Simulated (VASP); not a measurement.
Input of a VASP 6.6.1 run:

File INCAR:

```
PREC = Accurate ; ENCUT = 520
EDIFF = 1E-7 ; ISMEAR = 0
SIGMA = 0.15 ; LREAL = False
LASPH = True ; NELM = 60
ALGO = Fast ; ISIF = 2
LWAVE = False ; LCHARG = False
GGA = PS ; NBANDS = 22
```

Contents of KPOINTS:

```
regular mesh
0
Gamma
  12 12 12
```

POSCAR

```
Bi
1.0
    2.2048096880      1.2729474669      4.0726200000
   -2.2048096880      1.2729474669      4.0726200000
    0.0000000000     -2.5458949338      4.0726200000
Bi
2
Direct
    0.2338900000      0.2338900000      0.2338900000
    0.7661100000      0.7661100000      0.7661100000
```

Potentials or basis: VASP PAW PBE potentials, release 64 (Bi_d).

Run with:

```sh
$ cat potpaw_PBE.64/Bi_d/POTCAR > POTCAR
$ mpirun -np 1 vasp_std > vasp.out
```

(1) Predict the band gap on the k mesh.

(2) Estimate the pressure.

(3) What does it give for the largest force?

## Answers

(1) zero (band 15 reaches 6.63 eV, above the bottom of band 16 at 6.29 eV).

(2) 1.2 GPa.

(3) 0.196 eV/Å.

Caveat: the cell differs from its parent crystal (strain -0.030 along x and y, +0.030 along z); the PAW data sets were made with another functional, which shifts forces and pressure a little; spin-orbit coupling is left out, which moves the levels of the heavy elements.
